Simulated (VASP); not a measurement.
Wanted: the native input for a VASP 6.6.1 run.

```
Task                   : relaxation of cell and atoms
Functional             : PBE
Potentials or basis    : VASP PAW PBE potentials, release 64 (Si, Br)
Cutoff                 : 600 eV
k mesh                 : 4 × 4 × 4
Occupations            : gaussian, width 0.1 eV
Spin                   : no spin polarisation
Dipole correction      : no
Further INCAR settings : ALGO = Normal; EDIFF = 1e-06; IBRION = 2; EDIFFG = -0.04; NSW = 90; ISIF = 3
```

The structure of SiBr5 lies in POSCAR:

```
SiBr5
1.0
    0.0000000000      4.6019111200      4.6019111200
    4.6019111200      0.0000000000      4.6019111200
    4.6019111200      4.6019111200      0.0000000000
Si Br
1 5
Direct
    0.7500000000      0.7500000000      0.7500000000
    0.2500000000      0.2500000000      0.2500000000
    0.8914676800      0.8914676800      0.8914676800
    0.8914676800      0.8914676800      0.3255969600
    0.8914676800      0.3255969600      0.8914676800
    0.3255969600      0.8914676800      0.8914676800
```

The cell was generated, and may not be a known phase.

The input as run:

INCAR

```
SYSTEM = SiBr5
ALGO     = Normal         ! electronic algorithm
EDIFF    = 1E-6           ! SCF threshold, eV
EDIFFG   = -0.04          ! ionic threshold
ENCUT    = 600            ! plane-wave cutoff, eV
GGA      = PE             ! functional
IBRION   = 2              ! ionic algorithm
ISIF     = 3              ! what is computed and relaxed
ISMEAR   = 0              ! smearing method
LASPH    = .True.         ! aspherical terms in the spheres
LCHARG   = .False.        ! write CHGCAR
LREAL    = .False.        ! projectors in reciprocal space
LWAVE    = .False.        ! write WAVECAR
NELM     = 100            ! most SCF steps
NSW      = 90             ! ionic steps
PREC     = Accurate       ! precision mode
SIGMA    = 0.1            ! smearing width, eV
```

KPOINTS

```
k-points
0
Gamma
  4 4 4
  0 0 0
```

Potentials or basis: VASP PAW PBE potentials, release 64 (Si, Br).

Launch:

```console
$ cat potpaw_PBE.64/Si/POTCAR potpaw_PBE.64/Br/POTCAR > POTCAR
$ mpirun -np 1 vasp_std > vasp.out
```

It gave:

```
Relaxed volume                        : 52.69 Å³/atom
Relaxed cell                          : a = 7.647 Å, b = 7.647 Å, c = 7.647 Å, α = 60.00°, β = 60.00°, γ = 60.00°
Space group after relaxing (to 0.1 Å) : F-43m (No. 216)
Energy gained by relaxing             : 446.4 meV/atom
Ionic steps                           : 11
Pressure after relaxing               : 0.1 GPa
Largest force after relaxing          : 0.013 eV/Å
Band gap on the k mesh                : zero (an odd number of electrons rules out a gap without spin polarisation)
```

Caveat: the volume moved by over 15 % at a fixed basis, so the end points are rough; an odd number of electrons without spin polarisation forces a metal; a magnetic or distorted state may lie lower.

Run time: 15 min on 1 thread of Oxide Virtual Turin-like Processor, with other jobs on the host, peak memory 0.39 GiB.
